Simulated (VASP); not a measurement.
# Ni (P6_3/mmc) in VASP: a series of runs, part 3 of 3

VASP 6.6.1.

### Step 6. Single point, revPBE (volume scaled by 0.92)

Contents of INCAR:

```
  PREC = Accurate
  ENCUT = 520
  EDIFF = 1E-6
  ISMEAR = -1
  SIGMA = 0.1
  LREAL = False
  LASPH = True
  NELM = 60
  ALGO = Normal
  ISIF = 2
  LWAVE = False
  LCHARG = False
  GGA = RE
  NBANDS = 17
```

Contents of KPOINTS:

```
Automatic mesh
0
Gamma
  16 16 9
```

Contents of POSCAR:

```
Ni
1.0
    2.4312886336      0.0000000000      0.0000000000
   -1.2156443168      2.1055577206      0.0000000000
    0.0000000000      0.0000000000      3.9969229677
Ni
2
Direct
    0.3333333333      0.6666666667      0.2500000000
    0.6666666667      0.3333333333      0.7500000000
```

Potentials or basis: VASP PAW PBE potentials, release 64 (Ni).

On the command line:

```
cat potpaw_PBE.64/Ni/POTCAR > POTCAR
mpirun -np 1 vasp_std > vasp.out
```

OUTCAR:

```text
PREC = Accurate
   ENCUT = 520
   EDIFF = 1E-6
   ISMEAR = -1
   LREAL = False
   LASPH = True
   NELM = 60
   ISIF = 2
   GGA = RE

 ion  position               nearest neighbor table
   1  0.333  0.667  0.250-   2 2.44   2 2.44   2 2.44   2 2.44   2 2.44   2 2.44
   2  0.667  0.333  0.750-   1 2.44   1 2.44   1 2.44   1 2.44   1 2.44   1 2.44

  LATTYP: Found a hexagonal cell.
 ALAT       =     2.4312886336
 C/A-ratio  =     1.6439524754

  Lattice vectors:

 A1 = (   2.4312886336,   0.0000000000,   0.0000000000)
[... 650 lines left out ...]
      4       7.0315      2.00000
      5       7.9839      2.00000
      6       8.4098      2.00000
[... 9 lines left out ...]
     16      28.0833      0.00000
     17      29.6353      0.00000

 [... further k-points ...]
[... 5 lines left out ...]
  --------------------------------------------------------------------------------------
  -------------------------------------------------------------------------------------
  Total        2.4289642      2.4289642      2.4230410      0.0000000     -0.0000000      0.0000000
  in kB      190.1963837    190.1963837    189.7325766      0.0000000     -0.0000000      0.0000000
  external PRESSURE =     190.0417814 kB  Pullay stress =       0.0000000 kB

 VOLUME and BASIS-vectors are now :
 -----------------------------------------------------------------------------
  energy-cutoff  :      520.00
  volume of cell :       20.46
      direct lattice vectors                 reciprocal lattice vectors
     2.431288634  0.000000000  0.000000000     0.411304518  0.237466774  0.000000000
    -1.215644317  2.105557721  0.000000000     0.000000000  0.474933549  0.000000000
     0.000000000  0.000000000  3.996922968     0.000000000  0.000000000  0.250192463

 POSITION                                       TOTAL-FORCE (eV/Angst)
 -----------------------------------------------------------------------------------
     -0.00000      1.40371      0.99923        -0.000000      0.000000      0.000000
      1.21564      0.70185      2.99769         0.000000     -0.000000      0.000000
 -----------------------------------------------------------------------------------
    total drift:                               -0.000000     -0.000000     -0.000000

  FREE ENERGIE OF THE ION-ELECTRON SYSTEM (eV)
  ---------------------------------------------------
  free  energy   TOTEN  =        -9.9687132192 eV

  energy  without entropy=       -9.7858292411  energy(sigma->0) =       -9.87727123
```

OSZICAR:

```text
N       E                     dE             d eps       ncg     rms          rms(c)
DAV:   1     0.845518444722E+02    0.84552E+02   -0.96522E+03  5412   0.174E+03
DAV:   2    -0.897432463519E+01   -0.93526E+02   -0.87968E+02  5104   0.252E+02
DAV:   3    -0.118544600185E+02   -0.28801E+01   -0.28170E+01  5800   0.578E+01
DAV:   4    -0.118874688342E+02   -0.33009E-01   -0.32996E-01  6388   0.532E+00
DAV:   5    -0.118882363325E+02   -0.76750E-03   -0.76747E-03  5877   0.754E-01    0.143E+01
DAV:   6    -0.104912975800E+02    0.13969E+01   -0.86513E+00  5298   0.655E+01    0.756E+00
DAV:   7    -0.100073015550E+02    0.48400E+00   -0.16494E+00  5520   0.262E+01    0.290E+00
DAV:   8    -0.997141565204E+01    0.35886E-01   -0.14308E-02  7870   0.234E+00    0.713E-01
DAV:   9    -0.996868818540E+01    0.27275E-02   -0.10134E-03  7499   0.355E-01    0.601E-02
DAV:  10    -0.996871241780E+01   -0.24232E-04   -0.53266E-05  5591   0.806E-02    0.310E-02
DAV:  11    -0.996871321922E+01   -0.80141E-06   -0.24588E-06  6175   0.154E-02
   1 F= -.99687132E+01 E0= -.98772712E+01  d E =-.182884E+00
```

stdout:

```text
POSCAR found type information on POSCAR Ni
 POSCAR found :  1 types and       2 ions
 scaLAPACK will be used
 -----------------------------------------------------------------------------
|                                                                             |
|                                                                             |
|     You enforced a specific xc type in the INCAR file but a different       |
|     I HOPE YOU KNOW WHAT YOU ARE DOING!                                     |
|                                                                             |
 -----------------------------------------------------------------------------

 LDA part: xc-table for (Slater+PW92), standard interpolation
 POSCAR, INCAR and KPOINTS ok, starting setup
 FFT: planning ... GRIDC
 FFT: planning ... GRID_SOFT
 FFT: planning ... GRID
 WAVECAR not read
 entering main loop
```

It took 30 s on 1 thread of AMD EPYC 9R45 (Zen 5), shared host; peak memory 0.12 GiB.

Results:

```yaml
Free_energy: -9.9687 eV
Pressure: 19.0 GPa
Band_gap_on_the_k_mesh: zero (band 10 reaches 10.35 eV, above the bottom of band 11 at 9.81 eV)
```

Levels at points of the mesh, in eV from the Fermi level:
```
           k point  band 6  band 7  band 8  band 9  band 10  band 11  band 12  band 13  band 14  band 15
(0.00, 0.00, 0.00)   -1.68   -1.68   -1.22   -1.22    -0.37    -0.18    -0.18     6.40    23.22    25.87
(0.50, 0.00, 0.00)   -2.00   -1.65   -0.04    0.02     0.10     1.65     3.63     9.93    10.57    13.09
```

Caveat: the PAW data sets were made with another functional, which shifts forces and pressure a little; the run has no spin polarisation, though such a crystal can be magnetic. Spin polarisation is off, so any magnetic state and its effect on volume and gap are missing.

### Step 7. Summary

| task | spin | cell | k mesh | cutoff (eV) | smearing | gap on the mesh (eV) | pressure (GPa) | moment (μB) |
| --- | --- | --- | --- | --- | --- | --- | --- | --- |
| single point | collinear, ferromagnetic start | a = 2.473, b = 2.473, c = 4.050 Å, angles 90.0, 90.0, 120.0°, 2 atoms | 16 × 16 × 9 | 520 | fermi-dirac 0.05 eV | none | 7.8 | 1.22 |
| relaxation of cell and atoms | collinear, ferromagnetic start | relaxed from a = 2.492, b = 2.492, c = 4.069 Å, angles 90.0, 90.0, 120.0°, 2 atoms | 14 × 14 × 8 | 600 | fermi-dirac 0.05 eV | none | 0.0 | 1.32 |
| single point | off | a = 2.500, b = 2.500, c = 4.110 Å, angles 90.0, 90.0, 120.0°, 2 atoms | 14 × 14 × 8 | 520 | fermi-dirac 0.1 eV | none | 0.2 | - |
| single point | off | a = 2.396, b = 2.396, c = 3.938 Å, angles 90.0, 90.0, 120.0°, 2 atoms | 16 × 16 × 9 | 520 | fermi-dirac 0.1 eV | none | 32.3 | - |
| single point | off | a = 2.431, b = 2.431, c = 3.997 Å, angles 90.0, 90.0, 120.0°, 2 atoms | 16 × 16 × 9 | 520 | fermi-dirac 0.1 eV | none | 19.0 | - |

Alike in all rows: level revPBE; potentials or basis VASP PAW PBE potentials, release 64 (Ni).

Caveats: the PAW data sets were made with another functional, which shifts forces and pressure a little.

Total energies depend on the potentials used, so only differences within one code and one set of settings carry meaning.
